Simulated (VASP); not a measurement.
Set up this calculation in VASP 6.6.1, as the native input.

```
Task                   : electric field gradients
Functional             : PBE
Potentials or basis    : VASP PAW PBE potentials, release 64 (Pb_d)
Cutoff                 : 520 eV
k mesh                 : 8 × 8 × 8
Occupations            : fermi-dirac, width 0.05 eV
Spin                   : no spin polarisation
Dipole correction      : no
Further INCAR settings : ALGO = Normal; EDIFF = 1e-08; NBANDS = 21
```

The structure of Pb lies in POSCAR:

```
Pb
1.0
    0.0000000000      3.4953871275      3.4953871275
    3.4953871275      0.0000000000      3.4953871275
    3.4953871275      3.4953871275      0.0000000000
Pb
2
Direct
    0.0000000000      0.0000000000      0.0000000000
    0.2500000000      0.2500000000      0.2500000000
```

This cell differs from its parent crystal: volume scaled by 1.05.

These files were run (other wordings do the same):

INCAR

```
PREC = Accurate
ENCUT = 520
EDIFF = 1E-8
ISMEAR = -1
SIGMA = 0.05
LREAL = F
LASPH = T
NELM = 80
ALGO = Normal
ISIF = 2
LWAVE = F
LCHARG = F
GGA = PE
LEFG = T
NBANDS = 21
```

KPOINTS

```
Automatic mesh
0
Gamma
  8 8 8
```

Potentials or basis: VASP PAW PBE potentials, release 64 (Pb_d).

The run is started by

```bash
$ cat potpaw_PBE.64/Pb_d/POTCAR > POTCAR
$ mpirun -np 1 vasp_std > vasp.out
```

It gave:

| Property | Result |
| --- | --- |
| Pressure | 0.7 GPa |
| Band gap on the k mesh | zero (band 14 reaches 4.29 eV, above the bottom of band 15 at 3.22 eV) |

Caveat: without QUAD_EFG the Cq values of the log hold for a quadrupole moment of 1 mb, not for the nuclei; spin-orbit coupling is left out, which moves the levels of the heavy elements.

Run time: 31 s on 1 thread of Intel(R) Xeon(R) 6975P-C (Granite Rapids), on a shared host, peak memory 0.25 GiB.
